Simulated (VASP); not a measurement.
## Ti2Cl: single point with PBE

Ti2Cl:

```xyz
3
Lattice="4.6566 0.0000 0.0000 -2.3283 4.0328 0.0000 0.0000 0.0000 2.8733" Properties=species:S:1:pos:R:3 pbc="T T T"
Ti    0.0000    2.6885    0.0000
Ti    2.3283    1.3443    0.0000
Cl    0.0000    0.0000    0.0000
```

The cell was built from a structure type or drawn by symmetry, and may not be a known phase.

```yaml
Program: VASP 6.6.1
Task: single point
Functional: PBE
Potentials_or_basis: VASP PAW PBE potentials, release 64 (Ti_sv, Cl)
Cutoff: 520 eV
k_mesh: 6 × 6 × 4
Occupations: gaussian, width 0.1 eV
Spin: collinear spin
Starting_moments: "[1.0, 1.0, 0.0] μB"
```

* Pressure: 0.0 GPa
* Net moment: 0.00 μB per cell
* Valence electrons inside the program's atomic spheres: Ti 10.26; Cl 5.07

Levels at points of the mesh, in eV from the Fermi level:
Spin up:
| k point | band 14 | band 15 | band 16 | band 17 | band 18 | band 19 |
| --- | --- | --- | --- | --- | --- | --- |
| (0.00, 0.00, 0.00) | -0.53 | -0.12 | -0.10 | -0.10 | 1.62 | 1.62 |
| (0.50, 0.00, 0.00) | -1.39 | -0.59 | -0.47 | 1.07 | 1.40 | 1.55 |
| (0.00, 0.00, 0.50) | -1.06 | -0.07 | 0.69 | 0.69 | 0.75 | 0.75 |
| (0.50, 0.00, 0.50) | -0.80 | -0.70 | -0.41 | 0.30 | 1.44 | 1.64 |
Spin down:
| k point | band 12 | band 13 | band 14 | band 15 | band 16 | band 17 | band 18 | band 19 | band 20 | band 21 |
| --- | --- | --- | --- | --- | --- | --- | --- | --- | --- | --- |
| (0.00, 0.00, 0.00) | -3.12 | -2.32 | -0.53 | -0.12 | -0.10 | -0.10 | 1.62 | 1.62 | 2.69 | 2.69 |
| (0.50, 0.00, 0.00) | -2.44 | -2.00 | -1.39 | -0.59 | -0.47 | 1.07 | 1.40 | 1.55 | 1.96 | 2.07 |
| (0.00, 0.00, 0.50) | -5.89 | -1.06 | -1.06 | -0.07 | 0.69 | 0.69 | 0.75 | 0.75 | 1.78 | 3.06 |
| (0.50, 0.00, 0.50) | -5.61 | -1.73 | -0.80 | -0.70 | -0.41 | 0.30 | 1.44 | 1.64 | 2.04 | 2.85 |

Wall time 2.5 min on 1 thread of Intel Xeon 8259CL, on a shared host, peak memory 0.22 GiB.

Caveat: the k points lie up to 0.55 Å⁻¹ apart.
